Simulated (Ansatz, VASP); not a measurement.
Two plane-wave programs on Hf2Ge3Ru

```
CELL_PARAMETERS angstrom
3.07604 0.00000 0.00000
0.00000 3.07604 0.00000
0.00000 0.00000 10.75277
ATOMIC_POSITIONS crystal
Hf 0.00000 0.00000 0.31431
Hf 0.00000 0.00000 0.68569
Ge 0.50000 0.50000 0.13746
Ge 0.50000 0.50000 0.50000
Ge 0.50000 0.50000 0.86254
Ru 0.00000 0.00000 0.00000
```

Change from the starting cell: species swapped into the Al3Ni2Pt type (P4/mmm, No. 123).

Alike in both runs: task single point; functional PBE; k mesh 6 × 6 × 2; occupations gaussian, width 0.1 eV; collinear spin.

|  | VASP | Ansatz |
| --- | --- | --- |
| version | VASP 6.6.1 | Ansatz 0.2.0 |
| potentials or method | VASP PAW PBE potentials, release 64 (Hf_pv, Ge_d, Ru_pv), cutoff 520 eV | scalar-relativistic, plane waves, PAW |
| valence electrons in the cell | 76 | 110 |

|  | VASP | Ansatz | Ansatz less VASP |
| --- | --- | --- | --- |
| gap on the k mesh at the Fermi level (eV) | none | none | - |
| pressure (GPa) | -0.1 | 0.1 | +0.22 |
| traceless stress, the component that is largest in VASP (GPa) | 0.12 | 0.17 | +0.050 |
| rms of the force components (eV/Å) | 0.014 | 0.002 | -0.0121 |
| net moment per atom (μB) | 0.00 | 0.00 | 0.000 |

Atom by atom the forces differ by 0.012 eV/Å (rms over components). A gap of «none» marks a metal or a gap that the smearing closes. With one functional, cell and mesh, what is left measures potentials, basis and numerics. VASP's potentials hold 76 valence electrons a cell and Ansatz's 110, so a difference there can come from the potentials and not from the codes. Ansatz's warnings: seeded moment not kept.

Neither program's run includes spin-orbit coupling.
